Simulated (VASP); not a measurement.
# Zr2H3 (I4/mmm) in VASP: further runs

Zr2H3 is run at these levels: PBE; tasks: single point.

Everything below comes from runs of VASP 6.6.1. Logs are shortened: lines on timing, memory, paths and dates and some standing lists are left out, and cuts for length are marked.

### 1 The cell of the first run

It takes space group I4/mmm (No. 139, tetragonal). Conventional cell: a = 4.492 Å, b = 4.492 Å, c = 6.199 Å, α = 90.00°, β = 90.00°, γ = 90.00°. Within 2.1 Å of Zr (site symmetry -4m2) lie 2 H at 1.55 Å. Within 3.0 Å of H (site symmetry 4/mmm) lie 4 H at 2.25 Å and 8 Zr at 2.73 Å. H (site symmetry mmm) has 2 Zr at 1.55 Å within 2.1 Å.

### 2 Single point, PBE

Input file INCAR:

```
PREC = Accurate
ENCUT = 520
EDIFF = 1E-7
ISMEAR = 0
SIGMA = 0.1
LREAL = F
LASPH = T
NELM = 80
ALGO = Normal
ISIF = 2
LWAVE = F
LCHARG = T
GGA = PE
LELF = T
LVHAR = T
NBANDS = 22
```

Input file KPOINTS:

```
Automatic mesh
0
Gamma
  6 6 6
```

Input file POSCAR:

```
Zr2H3
1.0
   -2.2458214900      2.2458214900      3.0993998900
    2.2458214900     -2.2458214900      3.0993998900
    2.2458214900      2.2458214900     -3.0993998900
Zr H
2 3
Direct
    0.7500000000      0.2500000000      0.5000000000
    0.2500000000      0.7500000000      0.5000000000
    0.0000000000      0.0000000000      0.0000000000
    0.5000000000      0.0000000000      0.5000000000
    0.0000000000      0.5000000000      0.5000000000
```

Potentials or basis: VASP PAW PBE potentials, release 64 (Zr_sv, H).

Started as:

```console
cat potpaw_PBE.64/Zr_sv/POTCAR potpaw_PBE.64/H/POTCAR > POTCAR
mpirun -np 1 vasp_std > vasp.out
```

OUTCAR:

```text
PREC = Accurate
   ENCUT = 520
   EDIFF = 1E-7
   ISMEAR = 0
   LREAL = F
   LASPH = T
   NELM = 80
   ISIF = 2
   GGA = PE

 ion  position               nearest neighbor table
   1  0.750  0.250  0.500-   4 1.55   5 1.55   2 3.10   2 3.10   2 3.18   2 3.18   2 3.18   2 3.18

   2  0.250  0.750  0.500-   4 1.55   5 1.55   1 3.10   1 3.10   1 3.18   1 3.18   1 3.18   1 3.18

   3  0.000  0.000  0.000-
   4  0.500  0.000  0.500-   1 1.55   2 1.55
   5  0.000  0.500  0.500-   1 1.55   2 1.55

  LATTYP: Found a body centered tetragonal cell.
 ALAT       =     4.4916429800
 C/A-ratio  =     1.3800740192

  Lattice vectors:

 A1 = (  -2.2458214900,   2.2458214900,   3.0993998900)
 A2 = (   2.2458214900,  -2.2458214900,   3.0993998900)
 A3 = (   2.2458214900,   2.2458214900,  -3.0993998900)

Analysis of symmetry for initial positions (statically):
=====================================================================
 Subroutine PRICEL returns:
 Original cell was already a primitive cell.

 Routine SETGRP: Setting up the symmetry group for a
 body centered tetragonal supercell.

 Subroutine GETGRP returns: Found 16 space group operations
 (whereof 16 operations were pure point group operations)
 out of a pool of 16 trial point group operations.

The static configuration has the point symmetry D_4h.

Analysis of symmetry for dynamics (positions and initial velocities):
=====================================================================
 Subroutine PRICEL returns:
 Original cell was already a primitive cell.

 Routine SETGRP: Setting up the symmetry group for a
 body centered tetragonal supercell.

 Subroutine GETGRP returns: Found 16 space group operations
 (whereof 16 operations were pure point group operations)
 out of a pool of 16 trial point group operations.

The dynamic configuration has the point symmetry D_4h.

 Subroutine INISYM returns: Found 16 space group operations
 (whereof 16 operations are pure point group operations),
 and found     1 'primitive' translations

----------------------------------------------------------------------------------------

                                     Primitive cell

  volume of cell :      62.5299

  direct lattice vectors                    reciprocal lattice vectors
[... 91 lines left out ...]
   ENCUT  =  520.0 eV  38.22 Ry    6.18 a.u.   8.25  8.25  8.25*2*pi/ulx,y,z
   NELM   =     80;   NELMIN=  2; NELMDL= -5     # of ELM steps
   EDIFF  = 0.1E-06   stopping-criterion for ELM
   LREAL  =      F    real-space projection
   EDIFFG = 0.1E-05   stopping-criterion for IOM
   NSW    =      0    number of steps for IOM
   IBRION =     -1    ionic relax: 0-MD 1-quasi-New 2-CG
   NFREE  =      0    steps in history (QN), initial steepest desc. (CG)
   ISIF   =      2    stress and relaxation
   ISYM   =      2    0-nonsym 1-usesym 2-fastsym
   POTIM  = 0.5000    time-step for ionic-motion
   TEBEG  =    0.0;   TEEND  =   0.0 temperature during run
   PSTRESS=    0.0 pullay stress
   NELECT =      27.0000    total number of electrons
   NUPDOWN=      -1.0000    fix difference up-down
   EMIN   =  10.00;   EMAX   =-10.00  energy-range for DOS
   EFERMI =   0.00;   METHOD = LEGACY
   ISMEAR =     0;   SIGMA  =   0.10  broadening in eV -4-tet -1-fermi 0-gaus
   EFERMI_NEDOS =   21; number of points for ismear=-14 and -15
   IALGO  =     38    algorithm
   IMIX   =      4    mixing-type and parameters
     AMIX     =   0.40;   BMIX     =  1.00
     AMIX_MAG =   1.60;   BMIX_MAG =  1.00
  volume/ion in A,a.u.               =      12.51        84.39
  Fermi-wavevector in a.u.,A,eV,Ry     =   1.237371  2.338293 20.831716  1.531088
  Thomas-Fermi vector in A             =   2.371941
   LORBIT       =      0    0 simple, 1 ext, 2 COOP (PROOUT), +10 PAW based schemes
   GGA     = PE    functional components
   LHFCALC =     F    Hartree Fock is set to
   AEXX    =    0.0000 exact exchange contribution
   IVDW    =     0    specifies the selected vdW correction
   LEPSILON=     F    determine dielectric tensor
   LRPA    =     F    only Hartree local field effects (RPA)
 non-spin polarized calculation
 Gauss-broadening in eV      SIGMA  =   0.10
  energy-cutoff  :      520.00
  volume of cell :       62.53
 maximum number of plane-waves:      1711
 NGX is ok and might be reduce to    36
   NGX = 17   NGY = 17   NGZ = 17

 number of electron      27.0000001 magnetization

 Free energy of the ion-electron system (eV)
  ---------------------------------------------------
  ext. energy  EPLUGINS =         0.00000000
  ---------------------------------------------------
  free energy    TOTEN  =       -21.44503972 eV

  energy without entropy =      -21.42946042  energy(sigma->0) =      -21.43725007

 E-fermi :   6.3305     XC(G=0): -10.2445

 val. band max:        6.3082632756   @ k =   0.5000   0.1667  -0.0000
 cond. band min:       6.3400459874   @ k =  -0.3333   0.1667   0.0000
 fundamental gap:      0.0317827119
 Fermi energy:         6.3304822385

 k-point     1 :       0.0000    0.0000    0.0000
  band No.  band energies     occupation
      1     -42.3387      2.00000
      2     -42.1249      2.00000
      3     -21.2948      2.00000
      4     -20.4596      2.00000
      5     -20.4596      2.00000
      6     -20.1860      2.00000
[... 589 lines left out ...]
     21      11.4165      0.00000
     22      13.9025      0.00000

 [... further k-points ...]

------------------------ aborting loop because EDIFF is reached ----------------------------------------

  FORCE on cell =-STRESS in cart. coord.  units (eV):
  Direction    XX          YY          ZZ          XY          YZ          ZX
  --------------------------------------------------------------------------------------
  -------------------------------------------------------------------------------------
  Total       -3.2737457     -3.2737457     36.4432742      0.0000000      0.0000000     -0.0000000
  in kB      -83.8817440    -83.8817440    933.7699628      0.0000000      0.0000000     -0.0000000
  external PRESSURE =     255.3354916 kB  Pullay stress =       0.0000000 kB

 VOLUME and BASIS-vectors are now :
 -----------------------------------------------------------------------------
  energy-cutoff  :      520.00
  volume of cell :       62.53
      direct lattice vectors                 reciprocal lattice vectors
    -2.245821490  2.245821490  3.099399890     0.000000000  0.222635682  0.161321552
     2.245821490 -2.245821490  3.099399890     0.222635682  0.000000000  0.161321552
     2.245821490  2.245821490 -3.099399890     0.222635682  0.222635682  0.000000000

 POSITION                                       TOTAL-FORCE (eV/Angst)
 -----------------------------------------------------------------------------------
      0.00000      2.24582      1.54970        -0.000000     -0.000000     -0.000000
      2.24582      0.00000      1.54970         0.000000      0.000000      0.000000
      0.00000      0.00000      0.00000         0.000000      0.000000     -0.000000
      0.00000      2.24582      0.00000         0.000000      0.000000     -0.000000
      2.24582      0.00000      0.00000         0.000000      0.000000     -0.000000
 -----------------------------------------------------------------------------------
    total drift:                               -0.000000     -0.000000     -0.000000

  FREE ENERGIE OF THE ION-ELECTRON SYSTEM (eV)
  ---------------------------------------------------
  free  energy   TOTEN  =       -21.4450397208 eV

  energy  without entropy=      -21.4294604242  energy(sigma->0) =      -21.43725007
```

Wall time 61 s (1 thread of Oxide Virtual Turin-like, shared host); peak memory 0.18 GiB.

What came out:

| Property | Result |
| --- | --- |
| Free energy | -21.4450 eV |
| Pressure | 25.5 GPa |

Levels at points of the mesh, in eV from the Fermi level:
```csv
k point,band 9,band 10,band 11,band 12,band 13,band 14,band 15,band 16,band 17,band 18
"(0.00, 0.00, 0.00)",-8.49,-4.81,-1.47,-1.47,-1.09,-0.92,0.18,0.99,4.32,4.41
"(0.50, 0.00, 0.00)",-5.78,-5.05,-3.61,-1.37,0.24,0.47,1.24,1.42,1.89,1.91
"(0.50, 0.50, 0.00)",-7.56,-4.77,-1.39,-1.35,-0.81,-0.26,2.04,2.08,2.26,2.68
"(0.50, 0.50, 0.50)",-7.14,-4.87,-2.08,-2.06,-0.34,1.51,1.51,2.71,2.78,2.78
```

### 3 Single point, PBE

This run uses another cell than the first one, of 13.36 Å³/atom, 1.068 times its volume.

Input file INCAR:

```
SYSTEM = Zr2H3
ALGO = Normal
EDIFF = 1E-7
ENCUT = 520
GGA = PE
ISIF = 2
ISMEAR = 0
LASPH = .True.
LCHARG = .False.
LREAL = .False.
LWAVE = .False.
NBANDS = 22
NELM = 60
PREC = Accurate
SIGMA = 0.1
```

Input file KPOINTS:

```
k-points
0
Gamma
  6 6 6
  0 0 0
```

POSCAR, as its differences from that of step 2:

```diff
@@ -2,5 +2,5 @@
 1.0
-   -2.2458214900      2.2458214900      3.0993998900
-    2.2458214900     -2.2458214900      3.0993998900
-    2.2458214900      2.2458214900     -3.0993998900
+   -2.1191152152      2.1191152152      3.7186817734
+    2.1191152152     -2.1191152152      3.7186817734
+    2.1191152152      2.1191152152     -3.7186817734
 Zr H
```

Potentials or basis: VASP PAW PBE potentials, release 64 (Zr_sv, H).

Started as:

```console
cat potpaw_PBE.64/Zr_sv/POTCAR potpaw_PBE.64/H/POTCAR > POTCAR
mpirun -np 1 vasp_std > vasp.out
```

Wall time 62 s (1 thread of Oxide Virtual Turin-like, shared host); peak memory 0.18 GiB.

It converged, with:

* Free energy: -24.6229 eV
* Pressure: -0.1 GPa

Levels at points of the mesh, in eV from the Fermi level:
```csv
k point,band 10,band 11,band 12,band 13,band 14,band 15,band 16,band 17
"(0.00, 0.00, 0.00)",-3.26,-2.00,-1.33,-0.99,-0.64,-0.64,0.69,3.80
"(0.50, 0.00, 0.00)",-4.54,-2.18,-0.90,0.61,0.79,0.86,0.92,1.67
"(0.50, 0.50, 0.00)",-4.34,-2.31,-1.10,-0.85,-0.76,0.37,2.41,2.56
"(0.50, 0.50, 0.50)",-4.52,-2.94,-2.73,-1.15,1.28,1.28,2.31,2.92
```
